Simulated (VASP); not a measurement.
Crystal: Ta.

```
CELL_PARAMETERS angstrom
-1.65128 1.65128 1.65128
1.65128 -1.65128 1.65128
1.65128 1.65128 -1.65128
ATOMIC_POSITIONS crystal
Ta 0.00000 0.00000 0.00000
```

```yaml
Program: VASP 6.6.1
Task: relaxation of cell and atoms
Functional: PBEsol
Potentials_or_basis: VASP PAW PBE potentials, release 64 (Ta_pv)
Cutoff: 600 eV
k_mesh: 18 × 18 × 18
Occupations: methfessel-paxton, width 0.05 eV
Spin: no spin polarisation
```

At the start: pressure -3.8 GPa; volume 18.01 Å³/atom.

**Question.** Where does the relaxation end?

**Answer.** Over 3 steps the energy falls by 4.1 meV/atom and the volume is 17.67 Å³/atom (-1.9 %); space group Im-3m (No. 229, to 0.1 Å) before and after.

Step by step:
```
step  energy change (eV)  largest force (eV/Å)  pressure (GPa)  volume (Å³)
   1              0.0000                0.0000           -3.81        18.01
   2              0.0180                0.0000            9.85        16.92
   3             -0.0041                0.0000            0.01        17.67
```

Final structure:
```yaml
crystal:
  lattice:
    - [-1.64085, 1.64085, 1.64085]
    - [1.64085, -1.64085, 1.64085]
    - [1.64085, 1.64085, -1.64085]
  atoms:
    - { symbol: Ta, position: [0.00000, 0.00000, 0.00000] }
```

Caveat: the PAW data sets were made with another functional, which shifts forces and pressure a little.
